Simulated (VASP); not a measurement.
Here is a VASP 6.6.1 calculation.

Contents of INCAR:

```
SYSTEM = V
PREC     = Accurate       ! precision mode
ENCUT    = 500            ! plane-wave cutoff, eV
EDIFF    = 1E-6           ! SCF threshold, eV
ISMEAR   = 1              ! smearing method
SIGMA    = 0.02           ! smearing width, eV
LREAL    = .FALSE.        ! projectors in reciprocal space
LASPH    = .TRUE.         ! aspherical terms in the spheres
NELM     = 200            ! most SCF steps
ALGO     = Normal         ! electronic algorithm
ISIF     = 2              ! what is computed and relaxed
LWAVE    = .FALSE.        ! write WAVECAR
LCHARG   = .FALSE.        ! write CHGCAR
ISPIN    = 2              ! spin polarisation
MAGMOM   = 1.5            ! initial moments
LORBIT   = 11             ! projections on sites
LMAXMIX  = 4              ! l up to which the mixer works
GGA      = PS             ! functional
NBANDS   = 16             ! bands
GGA_COMPAT= .FALSE.
```

The input KPOINTS:

```
Automatic mesh
0
G
  11 11 11
  0 0 0
```

The input POSCAR:

```
V
1.0
   -1.4796283718      1.4796283718      1.4796283718
    1.4796283718     -1.4796283718      1.4796283718
    1.4796283718      1.4796283718     -1.4796283718
V
1
Direct
    0.0000000000      0.0000000000      0.0000000000
```

Potentials or basis: VASP PAW PBE potentials, release 64 (V_sv).

Run with:

```sh
$ cat potpaw_PBE.64/V_sv/POTCAR > POTCAR
$ mpirun -np 1 vasp_std > vasp.out
```

(1) Estimate the pressure.

(2) What does it give for the net moment?

## Answers

(1) 0.1 GPa.

(2) 0.00 μB per cell.

Caveat: the PAW data sets were made with another functional, which shifts forces and pressure a little.
